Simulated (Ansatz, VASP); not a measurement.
# PtS2 in VASP and in Ansatz

```
CELL_PARAMETERS angstrom
3.54320 0.00000 0.00000
-1.77160 3.06850 0.00000
0.00000 0.00000 5.03880
ATOMIC_POSITIONS crystal
Pt 0.00000 0.00000 0.00000
S 0.66667 0.33333 0.77300
S 0.33333 0.66667 0.22700
```

Alike in both runs: functional PBEsol; k mesh 7 × 7 × 5; occupations fermi-dirac, width 0.05 eV; no spin polarisation.

|  | VASP | Ansatz |
| --- | --- | --- |
| version | VASP 6.6.1 | Ansatz 0.2.0 |
| potentials or method | VASP PAW PBE potentials, release 64 (Pt, S) | Ansatz PAW |
| plane-wave cutoff (eV) | 520 | 420 |
| valence electrons in the cell | 22 | 30 |
| task | single point | band structure |

```csv
,VASP,Ansatz,Ansatz less VASP
gap on the k mesh at the Fermi level (eV),0.82,0.81,-0.012
least direct gap on the mesh (eV),1.11,1.09,-0.018
pressure (GPa),6.1,6.4,+0.29
"traceless stress, the component that is largest in VASP (GPa)",-0.36,-0.51,-0.147
rms of the force components (eV/Å),0.439,0.450,+0.0103
```

VASP's potentials were made for PBE, not for PBEsol. Atom by atom the forces differ by 0.010 eV/Å (rms over components). With one functional, cell and mesh, what is left measures potentials, basis and numerics. VASP's potentials hold 22 valence electrons a cell and Ansatz's 30, so a difference there can come from the potentials and not from the codes.

Spin-orbit coupling is off throughout.
